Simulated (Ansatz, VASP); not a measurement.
One calculation of Rh2N, two programs

Contents of INCAR:

```
ALGO = Normal
EDIFF = 1E-7
EDIFFG = -0.04
ENCUT = 600
GGA = PE
IBRION = 2
ISIF = 3
ISMEAR = 0
LASPH = True
LCHARG = False
LREAL = False
LWAVE = False
NELM = 100
NSW = 90
PREC = Accurate
SIGMA = 0.1
```

Contents of KPOINTS:

```
k-points
0
Gamma
  6 6 6
```

File POSCAR:

```
Rh2N
1.0
    3.2012595877      0.0000000000      0.0000000000
   -1.6006297938      2.7723721270      0.0000000000
    0.0000000000      0.0000000000      3.4565095216
Rh N
2 1
Direct
    0.3333333333      0.6666666667      0.5000000000
    0.6666666667      0.3333333333      0.5000000000
    0.0000000000      0.0000000000      0.0000000000
```

Input for Ansatz:

```yaml
crystal:
  lattice:
    - [3.2012595877, 0.0, 0.0]
    - [-1.6006297938, 2.772372127, 0.0]
    - [0.0, 0.0, 3.4565095216]
  atoms:
    - { symbol: Rh, position: [0.3333333333, 0.6666666667, 0.5] }
    - { symbol: Rh, position: [0.6666666667, 0.3333333333, 0.5] }
    - { symbol: "N", position: [0.0, 0.0, 0.0] }
basis:
  ecutwfc: 420
kpoints:
  mp_grid: { grid: [6, 6, 6] }
hamiltonian:
  xc: pbe
scf:
  occupations: { method: gaussian, width: 0.1 }
  lower_state_search: "off"
output:
  forces: true
  stress: true
  eigenvalues: true
relax:
  adjacent_minimum: "off"
  f_tol: 0.04
  max_steps: 70
  cell: { stress_tol: 0.4 }
```

Alike in both runs: task relaxation of cell and atoms; functional PBE; k mesh 6 × 6 × 6; occupations gaussian, width 0.1 eV; no spin polarisation.

|  | VASP | Ansatz |
| --- | --- | --- |
| version | VASP 6.6.1 | Ansatz 0.2.0 |
| potentials or method | VASP PAW PBE potentials, release 64 (Rh_pv, N), cutoff 600 eV | scalar-relativistic, plane waves, PAW |
| valence electrons in the cell | 35 | 39 |

```tsv
	VASP	Ansatz	Ansatz less VASP
gap on the k mesh at the Fermi level, each at its own relaxed structure (eV)	none	none	-
relaxed volume (Å³/atom)	12.89	13.01	+0.118
relaxed cell length with the largest relative difference (Å)	4.103	4.123	+0.0207
```

A gap of «none» marks a metal or a gap that the smearing closes. VASP's potentials hold 35 valence electrons a cell and Ansatz's 39, so a difference there can come from the potentials and not from the codes.

The k mesh is coarse, so the values compare programs but aren't converged. Noted on VASP's run: the volume moved by over 15 % at a fixed basis, so the end points are rough.
